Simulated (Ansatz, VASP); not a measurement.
# Two plane-wave programs on Al2O3

```
Al O
1.0
     2.44217    1.40999    4.14273
    -2.44217    1.40999    4.14273
     0.00000   -2.81997    4.14273
Al O
4 6
Direct
  0.84435 0.84435 0.84435
  0.65565 0.65565 0.65565
  0.15565 0.15565 0.15565
  0.34435 0.34435 0.34435
  0.05586 0.44414 0.75000
  0.75000 0.05586 0.44414
  0.44414 0.75000 0.05586
  0.94414 0.55586 0.25000
  0.25000 0.94414 0.55586
  0.55586 0.25000 0.94414
```

Alike in both runs: task single point; functional PBEsol; k mesh 6 × 6 × 6; occupations gaussian, width 0.05 eV; no spin polarisation.

```csv
,VASP,Ansatz
version,VASP 6.6.1,Ansatz 0.2.0
potentials or method,"VASP PAW PBE potentials, release 64 (Al, O), cutoff 520 eV","scalar-relativistic, plane waves, PAW"
valence electrons in the cell,48,48
```

Ansatz gave:

| Property | Result |
| --- | --- |
| gap on the k mesh at the Fermi level (eV) | 5.62 |
| least direct gap on the mesh (eV) | 5.62 |
| pressure (GPa) | 2.3 |
| traceless stress, the component that is largest in VASP (GPa) | 25.95 |
| rms of the force components (eV/Å) | 1.068 |

Q: Which values does VASP return?

A: gap on the k mesh at the Fermi level (eV): 5.63; least direct gap on the mesh (eV): 5.63; pressure (GPa): 2.5; traceless stress, the component that is largest in VASP (GPa): 26.01; rms of the force components (eV/Å): 1.082.

VASP's potentials were made for PBE, not for PBEsol, and Ansatz warns of the same on its side. Atom by atom the forces differ by 0.016 eV/Å (rms over components). With one functional, cell and mesh, what is left measures potentials, basis and numerics.
